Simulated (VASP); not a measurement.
A run of VASP 6.6.1 is set up as follows.

Contents of INCAR:

```
SYSTEM = BAs
PREC = Accurate
ENCUT = 600
EDIFF = 1E-6
ISMEAR = 0
SIGMA = 0.02
LREAL = .FALSE.
LASPH = .TRUE.
NELM = 100
ALGO = Normal
ISIF = 3
LWAVE = .FALSE.
LCHARG = .FALSE.
GGA = PE
IBRION = 2
NSW = 100
EDIFFG = -0.005
```

The input KPOINTS:

```
regular mesh
0
G
  10 10 10
  0 0 0
```

POSCAR

```
BAs
1.0
    0.0000000000      2.3885000000      2.3885000000
    2.3885000000      0.0000000000      2.3885000000
    2.3885000000      2.3885000000      0.0000000000
B As
1 1
Direct
    0.0000000000      0.0000000000      0.0000000000
    0.2500000000      0.2500000000      0.2500000000
```

Potentials or basis: VASP PAW PBE potentials, release 64 (B, As).

The run is started by

```console
$ cat potpaw_PBE.64/B/POTCAR potpaw_PBE.64/As/POTCAR > POTCAR
$ mpirun -np 1 vasp_std > vasp.out
```

(1) Estimate the band gap on the k mesh.

(2) Predict the space group after relaxing (to 0.05 Å).

(3) Estimate the relaxed volume.

Results:

(1) 1.20 eV, indirect (least direct gap 3.25 eV).

(2) F-43m (No. 216).

(3) 13.97 Å³/atom.
